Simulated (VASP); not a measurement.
The system is KI.

```xyz
2
Lattice="0.0000 3.5446 3.5446 3.5446 0.0000 3.5446 3.5446 3.5446 0.0000" Properties=species:S:1:pos:R:3 pbc="T T T"
K     0.0000    0.0000    0.0000
I     3.5446    3.5446    3.5446
```

Base run:

```yaml
Program: VASP 6.6.1
Functional: r2SCAN
Potentials_or_basis: VASP PAW PBE potentials, release 64 (K_sv, I)
Cutoff: 520 eV
k_mesh: 4 × 4 × 4
Occupations: gaussian, width 0.01 eV
Spin: no spin polarisation
```

Its results: band gap on the k mesh 4.58 eV; pressure 0.0 GPa.

Question: After a change of settings the same cell gave: band gap on the k mesh 3.94 eV; pressure 0.5 GPa. Which change was it?
A. functional from r2SCAN to LDA; potentials or basis from VASP PAW PBE potentials, release 64 (K_sv, I) to VASP PAW LDA potentials, release 64 (K_sv, I)
B. functional from r2SCAN to PBE; k mesh from 4 × 4 × 4 to 6 × 6 × 6
C. functional from r2SCAN to HSE06

Answer: B.

Caveats: spin-orbit coupling is left out, which moves the levels of the heavy elements; the PAW data sets were made with another functional, which shifts forces and pressure a little (at least some runs).
